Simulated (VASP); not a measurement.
# MnS (Fm-3m) in VASP: a series of runs, part 2 of 2

VASP 6.6.1. The steps go on from the part before.

### 4 Single point, PBE, collinear spin, ferromagnetic start (volume scaled by 1.03)

INCAR

```
SYSTEM = MnS
PREC = Accurate ; ENCUT = 520
EDIFF = 1E-7 ; ISMEAR = -1
SIGMA = 0.05 ; LREAL = .False.
LASPH = .True. ; NELM = 150
ALGO = Normal ; ISIF = 2
LWAVE = .False. ; LCHARG = .False.
ISPIN = 2 ; MAGMOM = 4 0
LORBIT = 11 ; LMAXMIX = 4
GGA = PE ; NBANDS = 20
```

KPOINTS

```
Automatic mesh
0
Gamma
  12 12 12
  0 0 0
```

POSCAR

```
MnS
1.0
    0.0000000000      2.6381155436      2.6381155436
    2.6381155436      0.0000000000      2.6381155436
    2.6381155436      2.6381155436      0.0000000000
Mn S
1 1
Direct
    0.0000000000      0.0000000000      0.0000000000
    0.5000000000      0.5000000000      0.5000000000
```

Potentials or basis: VASP PAW PBE potentials, release 64 (Mn_pv, S).

The run is started by

```
cat potpaw_PBE.64/Mn_pv/POTCAR potpaw_PBE.64/S/POTCAR > POTCAR
mpirun -np 1 vasp_std > vasp.out
```

OUTCAR:

```text
SYSTEM = MnS
   PREC = Accurate
   ENCUT = 520
   EDIFF = 1E-7
   ISMEAR = -1
   LREAL = .False.
   LASPH = .True.
   NELM = 150
   ISIF = 2
   ISPIN = 2
   LORBIT = 11
   GGA = PE

 ion  position               nearest neighbor table
   1  0.000  0.000  0.000-   2 2.64   2 2.64   2 2.64   2 2.64   2 2.64   2 2.64
   2  0.500  0.500  0.500-   1 2.64   1 2.64   1 2.64   1 2.64   1 2.64   1 2.64

  LATTYP: Found a face centered cubic cell.
 ALAT       =     5.2762310872

  Lattice vectors:

 A1 = (   0.0000000000,   2.6381155436,   2.6381155436)
 A2 = (   2.6381155436,   0.0000000000,   2.6381155436)
 A3 = (   2.6381155436,   2.6381155436,   0.0000000000)

Analysis of symmetry for initial positions (statically):
=====================================================================
 Subroutine PRICEL returns:
 Original cell was already a primitive cell.

 Routine SETGRP: Setting up the symmetry group for a
 face centered cubic supercell.

 Subroutine GETGRP returns: Found 48 space group operations
 (whereof 48 operations were pure point group operations)
 out of a pool of 48 trial point group operations.

The static configuration has the point symmetry O_h .

Analysis of symmetry for dynamics (positions and initial velocities):
=====================================================================
 Subroutine PRICEL returns:
 Original cell was already a primitive cell.

 Routine SETGRP: Setting up the symmetry group for a
 face centered cubic supercell.

 Subroutine GETGRP returns: Found 48 space group operations
 (whereof 48 operations were pure point group operations)
 out of a pool of 48 trial point group operations.

The dynamic configuration has the point symmetry O_h .

Analysis of structural, dynamic, and magnetic symmetry:
=====================================================================
 Subroutine PRICEL returns:
 Original cell was already a primitive cell.

[... 148 lines left out ...]
  ext. energy  EPLUGINS =         0.00000000
  ---------------------------------------------------
  free energy    TOTEN  =       -14.03446773 eV

  energy without entropy =      -14.02842555  energy(sigma->0) =      -14.03144664

 E-fermi :   6.2076     XC(G=0): -10.4499

 val. band max:        6.1653807241   @ k =  -0.4167   0.4167   0.0000
 cond. band min:       6.2173582708   @ k =   0.5000   0.3333   0.0000
 fundamental gap:      0.0519775467
 Fermi energy:         6.2075740196

 spin component 1

 k-point     1 :       0.0000    0.0000    0.0000
  band No.  band energies     occupation
      1     -44.5357      1.00000
      2     -44.5357      1.00000
      3     -44.5357      1.00000
      4      -8.0953      1.00000
      5       2.8364      1.00000
      6       2.8364      1.00000
[... 541 lines left out ...]
     19      19.7681      0.00000
     20      21.2666      0.00000

 [... further k-points ...]

 spin component 2

 k-point     1 :       0.0000    0.0000    0.0000
  band No.  band energies     occupation
      1     -39.9276      1.00000
      2     -39.9276      1.00000
      3     -39.9276      1.00000
      4      -7.7980      1.00000
      5       4.6237      1.00000
      6       4.6237      1.00000
[... 541 lines left out ...]
     19      20.7048      0.00000
     20      21.7845      0.00000

 [... further k-points ...]

------------------------ aborting loop because EDIFF is reached ----------------------------------------

  FORCE on cell =-STRESS in cart. coord.  units (eV):
  Direction    XX          YY          ZZ          XY          YZ          ZX
  --------------------------------------------------------------------------------------
  -------------------------------------------------------------------------------------
  Total       -1.0551124     -1.0551124     -1.0551124     -0.0000000     -0.0000000     -0.0000000
  in kB      -46.0360297    -46.0360297    -46.0360297     -0.0000000     -0.0000000     -0.0000000
  external PRESSURE =     -46.0360297 kB  Pullay stress =       0.0000000 kB

 VOLUME and BASIS-vectors are now :
 -----------------------------------------------------------------------------
  energy-cutoff  :      520.00
  volume of cell :       36.72
      direct lattice vectors                 reciprocal lattice vectors
     0.000000000  2.638115544  2.638115544    -0.189529227  0.189529227  0.189529227
     2.638115544  0.000000000  2.638115544     0.189529227 -0.189529227  0.189529227
     2.638115544  2.638115544  0.000000000     0.189529227  0.189529227 -0.189529227

 POSITION                                       TOTAL-FORCE (eV/Angst)
 -----------------------------------------------------------------------------------
      0.00000      0.00000      0.00000         0.000000     -0.000000     -0.000000
      2.63812      2.63812      2.63812         0.000000      0.000000      0.000000
 -----------------------------------------------------------------------------------
    total drift:                               -0.000000      0.000000      0.000000

  FREE ENERGIE OF THE ION-ELECTRON SYSTEM (eV)
  ---------------------------------------------------
  free  energy   TOTEN  =       -14.0344677289 eV

  energy  without entropy=      -14.0284255535  energy(sigma->0) =      -14.03144664

 total charge

# of ion       s       p       d       tot
------------------------------------------
    1        0.209   6.151   4.912  11.272
    2        1.327   2.394   0.000   3.721
--------------------------------------------------
tot          1.536   8.545   4.912  14.992

 magnetization (x)

# of ion       s       p       d       tot
------------------------------------------
    1        0.051   0.037   4.237   4.324
    2        0.026   0.089   0.000   0.115
--------------------------------------------------
tot          0.077   0.126   4.237   4.439
```

stdout:

```text
POSCAR found type information on POSCAR MnS
 POSCAR found :  2 types and       2 ions
 scaLAPACK will be used
 LDA part: xc-table for (Slater+PW92), standard interpolation
 POSCAR, INCAR and KPOINTS ok, starting setup
 FFT: planning ... GRIDC
 FFT: planning ... GRID_SOFT
 FFT: planning ... GRID
 WAVECAR not read
 entering main loop
```

It took 59 s on 1 thread of Intel Xeon Platinum 8488C (Sapphire Rapids), shared host; peak memory 0.22 GiB.

What came out:

```
Free energy                                           : -14.0345 eV
Pressure                                              : -4.6 GPa
Net moment                                            : 4.81 μB per cell
Site moments                                          : Mn +4.32; S +0.12 μB
Valence electrons inside the program's atomic spheres : Mn 11.27; S 3.72
```

Caveat: a cell with one magnetic atom can't hold antiferromagnetic order, which such compounds often take; semilocal functionals often make such compounds metallic where correlation or magnetic order opens a gap, which also shifts bond lengths.

### 5 Single point, PBE, collinear spin, ferromagnetic start (volume scaled by 1.06)

INCAR

```
SYSTEM = MnS
PREC = Accurate
ENCUT = 520
EDIFF = 1E-7
ISMEAR = -1
SIGMA = 0.05
LREAL = .False.
LASPH = .True.
NELM = 150
ALGO = Normal
ISIF = 2
LWAVE = .False.
LCHARG = .False.
ISPIN = 2
MAGMOM = 4 0
LORBIT = 11
LMAXMIX = 4
GGA = PE
NBANDS = 20
```

KPOINTS

```
regular mesh
0
Gamma
  12 12 12
  0 0 0
```

POSCAR

```
MnS
1.0
    0.0000000000      2.6634835954      2.6634835954
    2.6634835954      0.0000000000      2.6634835954
    2.6634835954      2.6634835954      0.0000000000
Mn S
1 1
Direct
    0.0000000000      0.0000000000      0.0000000000
    0.5000000000      0.5000000000      0.5000000000
```

The run is started by

```
cat potpaw_PBE.64/Mn_pv/POTCAR potpaw_PBE.64/S/POTCAR > POTCAR
mpirun -np 1 vasp_std > vasp.out
```

It took 60 s on 1 thread of Intel Xeon Platinum 8488C (Sapphire Rapids), shared host; peak memory 0.22 GiB.

The run converged. Its results:

```
Free energy                                           : -13.9998 eV
Pressure                                              : -5.9 GPa
Net moment                                            : 4.85 μB per cell
Site moments                                          : Mn +4.36; S +0.12 μB
Valence electrons inside the program's atomic spheres : Mn 11.25; S 3.71
```

Levels at points of the mesh, in eV from the Fermi level:
Spin up:
```tsv
k point	band 9	band 10	band 11	band 12	band 13	band 14	band 15	band 16
(0.00, 0.00, 0.00)	-3.27	-1.76	-1.76	-1.76	1.27	8.48	8.48	8.48
(0.50, 0.00, 0.00)	-2.93	-2.58	0.19	0.19	2.80	5.35	5.35	7.73
(0.50, 0.50, 0.00)	-3.06	-2.82	-2.82	-2.41	0.72	5.42	9.60	11.29
```
Spin down:
| k point | band 3 | band 4 | band 5 | band 6 | band 7 | band 8 | band 9 | band 10 | band 11 | band 12 |
| --- | --- | --- | --- | --- | --- | --- | --- | --- | --- | --- |
| (0.00, 0.00, 0.00) | -46.12 | -13.81 | -1.54 | -1.54 | -1.54 | 0.48 | 0.48 | 0.48 | 0.50 | 0.50 |
| (0.50, 0.00, 0.00) | -46.12 | -12.70 | -5.90 | -3.06 | -3.06 | 1.32 | 1.32 | 1.48 | 3.00 | 3.00 |
| (0.50, 0.50, 0.00) | -46.13 | -12.55 | -5.13 | -2.93 | -2.93 | -0.49 | 0.87 | 1.54 | 1.54 | 1.60 |

Caveat: a cell with one magnetic atom can't hold antiferromagnetic order, which such compounds often take; semilocal functionals often make such compounds metallic where correlation or magnetic order opens a gap, which also shifts bond lengths.

### 6 Overview

```tsv
cell	gap on the mesh (eV)	pressure (GPa)	moment (μB)
a = 3.620 Å, angles 60.0°, 2 atoms	none	-0.8	4.53
a = 3.657 Å, angles 60.0°, 2 atoms	none	-2.2	4.63
a = 3.731 Å, angles 60.0°, 2 atoms	none	-4.6	4.81
a = 3.767 Å, angles 60.0°, 2 atoms	none	-5.9	4.85
```

Alike in all rows: task single point; level PBE; potentials or basis VASP PAW PBE potentials, release 64 (Mn_pv, S); spin collinear, ferromagnetic start; k mesh 12 × 12 × 12; cutoff (eV) 520; smearing fermi-dirac 0.05 eV.

Caveats: a cell with one magnetic atom can't hold antiferromagnetic order, which such compounds often take; semilocal functionals often make such compounds metallic where correlation or magnetic order opens a gap, which also shifts bond lengths.

Total energies depend on the potentials used, so only differences within one code and one set of settings carry meaning.
